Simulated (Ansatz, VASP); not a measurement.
RbBr: VASP beside Ansatz

```
Rb Br
1.0
     0.00000    3.45020    3.45020
     3.45020    0.00000    3.45020
     3.45020    3.45020    0.00000
Rb Br
1 1
Direct
  0.00000 0.00000 0.00000
  0.50000 0.50000 0.50000
```

Change from the starting cell: volume scaled by 1.02.

Alike in both runs: task single point; functional PBE; k mesh 6 × 6 × 6; occupations fermi-dirac, width 0.02 eV; no spin polarisation.

|  | VASP | Ansatz |
| --- | --- | --- |
| version | VASP 6.6.1 | Ansatz 0.2.0 |
| potentials or method | VASP PAW PBE potentials, release 64 (Rb_sv, Br), cutoff 520 eV | all-electron LAPW, scalar-relativistic |

|  | VASP | Ansatz | Ansatz less VASP |
| --- | --- | --- | --- |
| gap on the k mesh at the Fermi level (eV) | 4.31 | 4.31 | +0.003 |
| pressure (GPa) | 0.7 | 0.7 | -0.02 |

Ansatz ran all-electron here, and VASP with PAW potentials.
